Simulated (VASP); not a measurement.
SiO2: relaxation of cell and atoms with RPBE+D3(BJ)

Crystal: SiO2.

```
Si O
1.0
     4.97559    0.00000    0.00000
     0.00000    4.97559    0.00000
     0.00000    0.00000    6.90089
Si O
4 8
Cartesian
  3.9966 3.9966 3.4504
  3.4668 1.5088 1.7252
  1.5088 3.4668 5.1757
  0.9790 0.9790 0.0000
  3.7902 0.5492 2.9815
  4.4263 1.1854 0.4690
  0.5492 3.7902 3.9194
  1.3024 1.9386 5.6446
  1.1854 4.4263 6.4319
  3.6732 3.0370 2.1942
  1.9386 1.3024 1.2562
  3.0370 3.6732 4.7067
```

```json
{
  "Program": "VASP 6.6.1",
  "Task": "relaxation of cell and atoms",
  "Functional": "RPBE",
  "Dispersion": "D3(BJ)",
  "Potentials or basis": "VASP PAW PBE potentials, release 64 (Si, O)",
  "Cutoff": "600 eV",
  "k mesh": "6 × 6 × 4",
  "Occupations": "fermi-dirac, width 0.05 eV",
  "Spin": "no spin polarisation",
  "Dipole correction": "no",
  "Further INCAR settings": "ALGO = Normal; EDIFF = 1e-07; IBRION = 2; EDIFFG = -0.01; NSW = 60; ISIF = 3"
}
```

```
Relaxed volume                        : 12.34 Å³/atom
Relaxed cell                          : a = 4.778 Å, b = 4.778 Å, c = 6.485 Å, α = 90.00°, β = 90.00°, γ = 90.00°
Space group after relaxing (to 0.1 Å) : P4_32_12 (No. 96)
Energy gained by relaxing             : 22.2 meV/atom
Ionic steps                           : 28
Pressure after relaxing               : 0.0 GPa
Largest force after relaxing          : 0.007 eV/Å
Band gap on the k mesh                : 5.98 eV
Dispersion energy per atom            : -0.474 eV
```

Forces on the atoms (eV/Å):
```
Si   0.001  0.001  0.000
Si  -0.001  0.001  0.000
Si   0.001 -0.001  0.000
Si  -0.001 -0.001  0.000
O   -0.004 -0.002 -0.005
O    0.002  0.004  0.005
O   -0.002 -0.004  0.005
O   -0.004  0.002  0.005
O    0.004  0.002 -0.005
O    0.004 -0.002  0.005
O    0.002 -0.004 -0.005
O   -0.002  0.004 -0.005
```

Step by step:
```csv
step,energy change (eV),largest force (eV/Å),pressure (GPa),volume (Å³)
1,0.0000,0.3671,2.09,170.84
2,0.0033,0.1188,-3.63,175.48
3,-0.0279,0.1580,-0.78,173.07
4,-0.0417,0.1452,-0.67,172.19
5,-0.0528,0.3429,-0.47,170.44
6,-0.0576,0.2868,-0.39,170.08
7,-0.0663,0.2125,-0.16,169.01
8,-0.0674,0.3427,-0.03,168.48
9,-0.0712,0.3389,-0.01,168.21
10,-0.0822,0.3281,0.08,167.41
11,-0.1034,0.3087,0.25,165.81
12,-0.1416,0.2765,0.54,162.64
13,-0.2006,0.2395,0.93,156.41
14,-0.2206,0.2690,1.06,144.37
15,-0.2317,0.2649,1.26,149.05
16,-0.1632,0.7923,-4.15,150.54
17,-0.2410,0.2310,-0.19,149.43
18,-0.2455,0.2541,-1.63,149.64
19,-0.2510,0.1424,-1.02,149.55
20,-0.2586,0.1320,0.38,148.19
21,-0.2594,0.0644,0.04,148.52
22,-0.2618,0.0278,0.06,148.38
23,-0.2648,0.0757,0.14,147.98
24,-0.2645,0.1265,-0.10,148.02
25,-0.2654,0.0419,0.04,148.00
26,-0.2658,0.0317,-0.04,148.04
27,-0.2661,0.0242,-0.23,148.15
28,-0.2664,0.0070,-0.04,148.02
```

Final structure:
```xyz
12
Lattice="4.7777 0.0000 0.0000 0.0000 4.7777 0.0000 0.0000 0.0000 6.4846" Properties=species:S:1:pos:R:3 pbc="T T T"
Si    3.9414    3.9414    3.2423
Si    3.2251    1.5526    1.6212
Si    1.5526    3.2251    4.8635
Si    0.8362    0.8362    6.4846
O     3.6929    0.7466    2.9561
O     4.0311    1.0848    0.2862
O     0.7466    3.6929    3.5285
O     1.3040    1.6423    5.1497
O     1.0848    4.0311    6.1985
O     3.4737    3.1354    1.9073
O     1.6423    1.3040    1.3350
O     3.1354    3.4737    4.5773
```

Levels at points of the mesh, in eV from the valence-band top:
```csv
k point,band 29,band 30,band 31,band 32,band 33,band 34,band 35,band 36
"(0.00, 0.00, 0.00)",-0.87,-0.61,-0.61,0.00,5.98,9.00,9.00,9.55
"(0.50, 0.00, 0.00)",-0.80,-0.80,-0.49,-0.49,8.15,8.15,9.41,9.41
"(0.50, 0.50, 0.00)",-0.60,-0.60,-0.49,-0.49,8.70,8.70,8.98,8.98
"(0.00, 0.00, 0.50)",-0.80,-0.80,-0.38,-0.38,7.43,7.43,9.22,9.22
"(0.50, 0.00, 0.50)",-0.89,-0.89,-0.27,-0.27,8.47,8.47,9.67,9.67
"(0.50, 0.50, 0.50)",-0.46,-0.46,-0.46,-0.46,9.27,9.27,9.27,9.27
```

It took 32 min on 1 thread of AMD EPYC 9R45 96-Core Processor (Zen 5), on a shared host, peak memory 0.37 GiB.

Caveat: the PAW data sets were made with another functional, which shifts forces and pressure a little. A k mesh can miss the band edges.
